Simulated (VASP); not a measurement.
Write the native input for VASP 6.6.1 that does the following.

```yaml
Task: single point
Functional: PBE
Potentials_or_basis: VASP PAW PBE potentials, release 64 (W_sv)
Cutoff: 520 eV
k_mesh: 18 × 18 × 18
Occupations: gaussian, width 0.1 eV
Spin: no spin polarisation
Dipole_correction: no
Further_INCAR_settings: ALGO = Fast; EDIFF = 1e-06; NBANDS = 13
```

The structure of W lies in POSCAR:

```
W
1.0
    0.0000000000      2.0384895942      2.0384895942
    2.0384895942      0.0000000000      2.0384895942
    2.0384895942      2.0384895942      0.0000000000
W
1
Direct
    0.0000000000      0.0000000000      0.0000000000
```

This cell differs from its parent crystal: volume scaled by 1.03.

One way to write it, as run:

INCAR

```
ALGO = Fast
EDIFF = 1E-6
ENCUT = 520
GGA = PE
ISIF = 2
ISMEAR = 0
LASPH = T
LCHARG = F
LREAL = F
LWAVE = F
NBANDS = 13
NELM = 80
PREC = Accurate
SIGMA = 0.1
```

KPOINTS

```
k-points
0
Gamma
  18 18 18
```

Potentials or basis: VASP PAW PBE potentials, release 64 (W_sv).

Run with:

```sh
$ cat potpaw_PBE.64/W_sv/POTCAR > POTCAR
$ mpirun -np 1 vasp_std > vasp.out
```

It gave:

```json
{
 "Pressure": "-7.6 GPa",
 "Band gap on the k mesh": "zero (band 7 reaches 12.94 eV, above the bottom of band 8 at 9.54 eV)"
}
```

Caveat: spin-orbit coupling is left out, which moves the levels of the heavy elements.

Run time: 15 s on 1 thread of Intel(R) Xeon(R) 6975P-C (Granite Rapids), with other jobs on the host, peak memory 0.16 GiB.
